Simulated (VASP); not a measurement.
# SnO in VASP: single point with PBE+D3(BJ)

Aim: the single point of SnO with PBE+D3(BJ).

All numbers are computed with VASP 6.6.1; they aren't measurements. Logs are shortened: lines on timing, memory, paths and dates and some standing lists are left out, and cuts for length are marked.

## Step 1: The cell of the first run

The cell holds a slab with vacuum, 8 atoms: a = 3.820 Å, b = 3.820 Å, c = 22.226 Å, α = 90.00°, β = 90.00°, γ = 90.00°.

## Step 2: Single point, PBE+D3(BJ) (layers slid over each other)

INCAR reads:

```
PREC = Accurate
ENCUT = 520
EDIFF = 1E-6
ISMEAR = 0
SIGMA = 0.05
LREAL = F
LASPH = T
NELM = 120
ALGO = Normal
ISIF = 2
LWAVE = F
LCHARG = F
LDIPOL = T
IDIPOL = 3
DIPOL = 0.5 0.5 0.407
GGA = PE
IVDW = 12
NBANDS = 50
GGA_COMPAT = F
NELMDL = -8
```

KPOINTS reads:

```
Automatic mesh
0
Gamma
  7 7 1
```

POSCAR reads:

```
SnO
1.0
    3.8201630995      0.0000000000      0.0000000000
    0.0000000000      3.8201630995      0.0000000000
    0.0000000000      0.0000000000     22.2260821294
Sn O
4 4
Direct
    0.7500000000      0.2500000000      0.2024648327
    0.2500000000      0.7500000000      0.3087832136
    0.6250000000      1.2500000000      0.5044992185
    1.1250000000      0.7500000000      0.6108175994
    0.2500000000      0.2500000000      0.2556240231
    0.7500000000      0.7500000000      0.2556240231
    1.1250000000      1.2500000000      0.5576584089
    0.6250000000      0.7500000000      0.5576584089
```

Potentials or basis: VASP PAW PBE potentials, release 64 (Sn_d, O).

Started as:

```
$ cat potpaw_PBE.64/Sn_d/POTCAR potpaw_PBE.64/O/POTCAR > POTCAR
$ mpirun -np 1 vasp_std > vasp.out
```

OUTCAR:

```text
PREC = Accurate
   ENCUT = 520
   EDIFF = 1E-6
   ISMEAR = 0
   LREAL = F
   LASPH = T
   NELM = 120
   ISIF = 2
   GGA = PE
   IVDW = 12
   NELMDL = -8
 IVDW          = 12

 ion  position               nearest neighbor table
   1  0.750  0.250  0.202-   5 2.25   6 2.25   6 2.25   5 2.25   2 3.59   2 3.59   2 3.59   2 3.59

   2  0.250  0.750  0.309-   5 2.25   6 2.25   5 2.25   6 2.25   1 3.59   1 3.59   1 3.59   1 3.59

   3  0.625  0.250  0.504-   7 2.25   8 2.25   8 2.25   7 2.25   4 3.59   4 3.59   4 3.59   4 3.59

   4  0.125  0.750  0.611-   7 2.25   8 2.25   7 2.25   8 2.25   3 3.59   3 3.59   3 3.59   3 3.59

   5  0.250  0.250  0.256-   1 2.25   1 2.25   2 2.25   2 2.25
   6  0.750  0.750  0.256-   1 2.25   1 2.25   2 2.25   2 2.25
   7  0.125  0.250  0.558-   3 2.25   3 2.25   4 2.25   4 2.25
   8  0.625  0.750  0.558-   3 2.25   3 2.25   4 2.25   4 2.25

  LATTYP: Found a simple tetragonal cell.
 ALAT       =     3.8201630995
 C/A-ratio  =     5.8180976965

  Lattice vectors:

 A1 = (   3.8201630995,   0.0000000000,   0.0000000000)
 A2 = (   0.0000000000,   3.8201630995,   0.0000000000)
 A3 = (   0.0000000000,   0.0000000000,  22.2260821294)

Analysis of symmetry for initial positions (statically):
=====================================================================
 Subroutine PRICEL returns:
 Original cell was already a primitive cell.

 Routine SETGRP: Setting up the symmetry group for a
 simple tetragonal supercell.

 Subroutine GETGRP returns: Found  4 space group operations
 (whereof  1 operations were pure point group operations)
 out of a pool of 16 trial point group operations.

The static configuration has the point symmetry C_1 .
 The point group associated with its full space group is C_2h.

Analysis of symmetry for dynamics (positions and initial velocities):
=====================================================================
 Subroutine PRICEL returns:
 Original cell was already a primitive cell.

 Routine SETGRP: Setting up the symmetry group for a
 simple tetragonal supercell.

 Subroutine GETGRP returns: Found  4 space group operations
 (whereof  1 operations were pure point group operations)
 out of a pool of 16 trial point group operations.

The dynamic configuration has the point symmetry C_1 .
 The point group associated with its full space group is C_2h.

 Subroutine INISYM returns: Found  4 space group operations
 (whereof  1 operations are pure point group operations),
 and found     1 'primitive' translations

----------------------------------------------------------------------------------------

                                     Primitive cell

  volume of cell :     324.3596

  direct lattice vectors                    reciprocal lattice vectors
     3.820163100  0.000000000  0.000000000     0.261768928  0.000000000  0.000000000
     0.000000000  3.820163100  0.000000000     0.000000000  0.261768928  0.000000000
     0.000000000  0.000000000 22.226082129     0.000000000  0.000000000  0.044992185

  length of vectors
     3.820163100  3.820163100 22.226082129     0.261768928  0.261768928  0.044992185

  position of ions in fractional coordinates (direct lattice)
     0.750000000  0.250000000  0.202464833
     0.250000000  0.750000000  0.308783214
     0.625000000  0.250000000  0.504499219
     0.125000000  0.750000000  0.610817599
     0.250000000  0.250000000  0.255624023
     0.750000000  0.750000000  0.255624023
     0.125000000  0.250000000  0.557658409
     0.625000000  0.750000000  0.557658409

  ion indices of the primitive-cell ions
   primitive index   ion index
                 1           1
                 2           2
                 3           3
                 4           4
                 5           5
                 6           6
                 7           7
                 8           8

----------------------------------------------------------------------------------------

 KPOINTS: Automatic mesh

Automatic generation of k-mesh.
 Grid dimensions read from file:
 generate k-points for:    7    7    1

 Generating k-lattice:

  Cartesian coordinates                     Fractional coordinates (reciprocal lattice)
     0.037395561  0.000000000  0.000000000     0.142857143  0.000000000  0.000000000
     0.000000000  0.037395561  0.000000000     0.000000000  0.142857143  0.000000000
     0.000000000  0.000000000  0.044992185     0.000000000  0.000000000  1.000000000

  Length of vectors
     0.037395561  0.037395561  0.044992185

  Shift w.r.t. Gamma in fractional coordinates (k-lattice)
     0.000000000  0.000000000  0.000000000

 Subroutine IBZKPT returns following result:
 ===========================================

 Found     16 irreducible k-points:

 Following reciprocal coordinates:
            Coordinates               Weight
  0.000000  0.000000  0.000000      1.000000
  0.142857  0.000000  0.000000      2.000000
  0.000000  0.142857  0.000000      2.000000
  0.285714  0.000000  0.000000      2.000000
  0.000000  0.285714  0.000000      2.000000
  0.428571  0.000000  0.000000      2.000000
[... 8 lines left out ...]
 -0.285714  0.428571  0.000000      4.000000
  0.428571  0.428571  0.000000      4.000000
   k-points           NKPTS =     16   k-points in BZ     NKDIM =     16   number of bands    NBANDS=     50
   number of dos      NEDOS =    301   number of ions     NIONS =      8
   total plane-waves  NPLWV = 131712
   dimension x,y,z NGX =    28 NGY =   28 NGZ =  168
   dimension x,y,z NGXF=    56 NGYF=   56 NGZF=  336
   ions per type =               4   4
   NGX,Y,Z   is equivalent  to a cutoff of  12.19, 12.19, 12.57 a.u.
   NGXF,Y,Z  is equivalent  to a cutoff of  24.37, 24.37, 25.13 a.u.
 SYSTEM =  unknown system
   PREC   = accura    normal or accurate (medium, high low for compatibility)
   ISTART =      0    job   : 0-new  1-cont  2-samecut
   ICHARG =      2    charge: 1-file 2-atom 10-const
   ISPIN  =      1    spin polarized calculation?
   LNONCOLLINEAR =      F non collinear calculations
   LSORBIT =      F    spin-orbit coupling
   LASPH  =      T    aspherical Exc in radial PAW
   ENCUT  =  520.0 eV  38.22 Ry    6.18 a.u.   7.10  7.10 41.33*2*pi/ulx,y,z
   NELM   =    120;   NELMIN=  2; NELMDL= -8     # of ELM steps
   EDIFF  = 0.1E-05   stopping-criterion for ELM
   LREAL  =      F    real-space projection
   EDIFFG = 0.1E-04   stopping-criterion for IOM
   NSW    =      0    number of steps for IOM
   IBRION =     -1    ionic relax: 0-MD 1-quasi-New 2-CG
   NFREE  =      0    steps in history (QN), initial steepest desc. (CG)
   ISIF   =      2    stress and relaxation
   ISYM   =      2    0-nonsym 1-usesym 2-fastsym
   POTIM  = 0.5000    time-step for ionic-motion
   TEBEG  =    0.0;   TEEND  =   0.0 temperature during run
   PSTRESS=    0.0 pullay stress
   NELECT =      80.0000    total number of electrons
   NUPDOWN=      -1.0000    fix difference up-down
   EMIN   =  10.00;   EMAX   =-10.00  energy-range for DOS
   EFERMI =   0.00;   METHOD = LEGACY
   ISMEAR =     0;   SIGMA  =   0.05  broadening in eV -4-tet -1-fermi 0-gaus
   EFERMI_NEDOS =   21; number of points for ismear=-14 and -15
   IALGO  =     38    algorithm
   IMIX   =      4    mixing-type and parameters
     AMIX     =   0.40;   BMIX     =  1.00
     AMIX_MAG =   1.60;   BMIX_MAG =  1.00
  volume/ion in A,a.u.               =      40.54       273.61
  Fermi-wavevector in a.u.,A,eV,Ry     =   1.026666  1.940118 14.341131  1.054043
  Thomas-Fermi vector in A             =   2.160571
   LORBIT       =      0    0 simple, 1 ext, 2 COOP (PROOUT), +10 PAW based schemes
   GGA     = PE    functional components
   LHFCALC =     F    Hartree Fock is set to
   AEXX    =    0.0000 exact exchange contribution
   IVDW    =    12    specifies the selected vdW correction
   LEPSILON=     F    determine dielectric tensor
   LRPA    =     F    only Hartree local field effects (RPA)
 non-spin polarized calculation
 Gauss-broadening in eV      SIGMA  =   0.05
  energy-cutoff  :      520.00
  volume of cell :      324.36
 maximum number of plane-waves:      8769
   NGX = 15   NGY = 15   NGZ = 83

 dipolmoment           0.000000      0.000000      0.000034 electrons x Angstroem

 number of electron      79.9999971 magnetization

 dipolmoment           0.000000      0.000000     -0.000017 electrons x Angstroem

 Free energy of the ion-electron system (eV)
  ---------------------------------------------------
  ext. energy  EPLUGINS =         0.00000000
  ---------------------------------------------------
  free energy    TOTEN  =       -45.18823272 eV

  energy without entropy =      -45.18823272  energy(sigma->0) =      -45.18823272

 E-fermi :   0.0399     XC(G=0):  -5.3507

 val. band max:       -0.2694568722   @ k =   0.1429   0.1429   0.0000
 cond. band min:       2.3269283575   @ k =   0.0000   0.0000   0.0000
 fundamental gap:      2.5963852296
 Fermi energy:         0.0399310577

 k-point     1 :       0.0000    0.0000    0.0000
  band No.  band energies     occupation
      1     -21.0610      2.00000
      2     -21.0610      2.00000
      3     -20.7005      2.00000
      4     -20.7004      2.00000
      5     -20.6624      2.00000
      6     -20.6624      2.00000
[... 42 lines left out ...]
     49       5.2011      0.00000
     50       5.2163      0.00000

 k-point     2 :       0.1429    0.0000    0.0000
  band No.  band energies     occupation
      1     -21.0521      2.00000
      2     -21.0520      2.00000
      3     -20.7011      2.00000
      4     -20.7010      2.00000
      5     -20.6642      2.00000
      6     -20.6640      2.00000
[... 734 lines left out ...]
 k-point    16 :       0.4286    0.4286    0.0000
  band No.  band energies     occupation
      1     -21.0018      2.00000
      2     -21.0015      2.00000
      3     -20.9878      2.00000
      4     -20.9876      2.00000
      5     -20.6670      2.00000
      6     -20.6669      2.00000
[... 42 lines left out ...]
     49       5.9694      0.00000
     50       6.1762      0.00000

------------------------ aborting loop because EDIFF is reached ----------------------------------------

 vacuum level on the upper side and lower side of the slab       (xc-potential included)        -0.256        -0.258

 Edisp (eV)   -1.22701

 E8    (eV) :    -0.5427

  FORCE on cell =-STRESS in cart. coord.  units (eV):
  Direction    XX          YY          ZZ          XY          YZ          ZX
  --------------------------------------------------------------------------------------
  -------------------------------------------------------------------------------------
  Total       0.11651     0.12316    -0.32157     0.00000     0.00000     0.06377
  in kB       0.57550     0.60833    -1.58842     0.00000     0.00000     0.31500
  external pressure =       -0.13 kB  Pullay stress =        0.00 kB

 VOLUME and BASIS-vectors are now :
 -----------------------------------------------------------------------------
  energy-cutoff  :      520.00
  volume of cell :      324.36
      direct lattice vectors                 reciprocal lattice vectors
     3.820163100  0.000000000  0.000000000     0.261768928  0.000000000  0.000000000
     0.000000000  3.820163100  0.000000000     0.000000000  0.261768928  0.000000000
     0.000000000  0.000000000 22.226082129     0.000000000  0.000000000  0.044992185

 POSITION                                       TOTAL-FORCE (eV/Angst)
 -----------------------------------------------------------------------------------
      2.86512      0.95504      4.50000        -0.001329     -0.000000     -0.081458
      0.95504      2.86512      6.86304        -0.004157      0.000000      0.176453
      2.38760      0.95504     11.21304         0.004157      0.000000     -0.176453
      0.47752      2.86512     13.57608         0.001329      0.000000      0.081458
      0.95504      0.95504      5.68152         0.002600      0.000000      0.009488
      2.86512      2.86512      5.68152        -0.007611      0.000000      0.009525
      0.47752      0.95504     12.39456         0.007611     -0.000000     -0.009525
      2.38760      2.86512     12.39456        -0.002600      0.000000     -0.009488
 -----------------------------------------------------------------------------------
    total drift:                               -0.000000      0.000000     -0.000706

  FREE ENERGIE OF THE ION-ELECTRON SYSTEM (eV)
  ---------------------------------------------------
  free  energy   TOTEN  =       -46.4152404223 eV

  energy  without entropy=      -46.4152404223  energy(sigma->0) =      -46.41524042

 vacuum level on the upper side and lower side of the slab         4.752         4.752
```

Run time: 7 min. Hardware: 1 thread of Oxide Virtual Turin-like, shared host; peak memory 0.42 GiB.

What came out:

```
Free energy                : -46.4152 eV
Largest force              : 0.177 eV/Å
Band gap on the k mesh     : 2.60 eV (least direct gap 2.61 eV)
Dispersion energy per atom : -0.153 eV
```

Forces on the atoms (eV/Å):
```
Sn  -0.001  0.000 -0.081
Sn  -0.004  0.000  0.176
Sn   0.004  0.000 -0.176
Sn   0.001  0.000  0.081
O    0.003  0.000  0.009
O   -0.008  0.000  0.010
O    0.008  0.000 -0.010
O   -0.003  0.000 -0.009
```

Caveat: the cell differs from its parent crystal (layers slid over each other); spin-orbit coupling is left out, which moves the levels of the heavy elements.
